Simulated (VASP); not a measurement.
Input of a VASP 6.6.1 run:

Contents of INCAR:

```
  PREC = Accurate
  ENCUT = 500
  EDIFF = 1E-6
  ISMEAR = 0
  SIGMA = 0.05
  LREAL = False
  LASPH = True
  NELM = 200
  ALGO = Normal
  ISIF = 2
  LWAVE = False
  LCHARG = True
  ISPIN = 2
  MAGMOM = 2 -2 0 0 0 0
  LORBIT = 11
  LMAXMIX = 4
  GGA = PE
  LELF = True
  LVHAR = True
  NBANDS = 39
  GGA_COMPAT = False
```

The input KPOINTS:

```
regular mesh
0
Gamma
  8 8 2
```

The input POSCAR:

```
WSe2
1.0
    3.2888832917      0.0000000000      0.0000000000
   -1.6444416458      2.8482564807      0.0000000000
    0.0000000000      0.0000000000     12.9788012612
W Se
2 4
Direct
    0.3333333333      0.6666666667      0.2500000000
    0.6666666667      0.3333333333      0.7500000000
    0.3333333333      0.6666666667      0.6203128552
    0.6666666667      0.3333333333      0.1203128549
    0.3333333333      0.6666666667      0.8796871448
    0.6666666667      0.3333333333      0.3796871451
```

Potentials or basis: VASP PAW PBE potentials, release 64 (W_sv, Se).

Run with:

```console
$ cat potpaw_PBE.64/W_sv/POTCAR potpaw_PBE.64/Se/POTCAR > POTCAR
$ mpirun -np 1 vasp_std > vasp.out
```

Problem. What does it give for the largest force?

Solution. 0.043 eV/Å.

Problem. What does it give for the net moment?

Solution. 0.00 μB per cell.

Forces on the atoms (eV/Å):
```
W    0.000  0.000  0.000
W    0.000  0.000  0.000
Se   0.000  0.000 -0.043
Se   0.000  0.000 -0.043
Se   0.000  0.000  0.043
Se   0.000  0.000  0.043
```
